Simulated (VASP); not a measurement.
TaF3: single point with PBEsol

TaF3:

```xyz
4
Lattice="3.9012 0.0000 0.0000 0.0000 3.9012 0.0000 0.0000 0.0000 3.7842" Properties=species:S:1:pos:R:3 pbc="T T T"
Ta    0.0000    0.0000    0.0000
F     1.9506    0.0000    0.0000
F     0.0000    1.9506    0.0000
F     0.0000    0.0000    1.8921
```

This cell differs from its parent crystal: strain +0.000 along x and y, -0.030 along z.

```
Program             : VASP 6.6.1
Task                : single point
Functional          : PBEsol
Potentials or basis : VASP PAW PBE potentials, release 64 (Ta_pv, F)
Cutoff              : 520 eV
k mesh              : 12 × 12 × 12
Occupations         : gaussian, width 0.15 eV
Spin                : no spin polarisation
```

- Pressure: 27.9 GPa
- Band gap on the k mesh: zero (band 16 reaches 6.89 eV, above the bottom of band 17 at 3.76 eV)

Stress tensor (GPa, compression positive):
```
22.69  0.00  0.00
 0.00 22.69  0.00
 0.00  0.00 38.36
```

Levels at points of the mesh, in eV from the Fermi level:
```csv
k point,band 14,band 15,band 16,band 17,band 18,band 19
"(0.00, 0.00, 0.00)",-9.20,-9.20,-1.34,-1.34,-1.32,-0.58
"(0.50, 0.00, 0.00)",-9.45,-9.26,-1.26,0.31,0.33,2.21
"(0.50, 0.50, 0.00)",-9.89,-8.56,0.41,0.41,1.46,4.01
"(0.00, 0.00, 0.50)",-9.19,-9.19,-1.20,0.59,0.59,2.26
"(0.50, 0.00, 0.50)",-9.61,-8.74,0.46,0.70,1.67,3.29
"(0.50, 0.50, 0.50)",-8.73,-8.55,1.79,1.99,1.99,3.51
```

Wall time 98 s on 1 thread of Intel(R) Xeon(R) 6975P-C (Granite Rapids) (shared host), peak memory 0.34 GiB.

Caveat: the cell differs from its parent crystal (strain +0.000 along x and y, -0.030 along z); the PAW data sets were made with another functional, which shifts forces and pressure a little; spin-orbit coupling is left out, which moves the levels of the heavy elements.
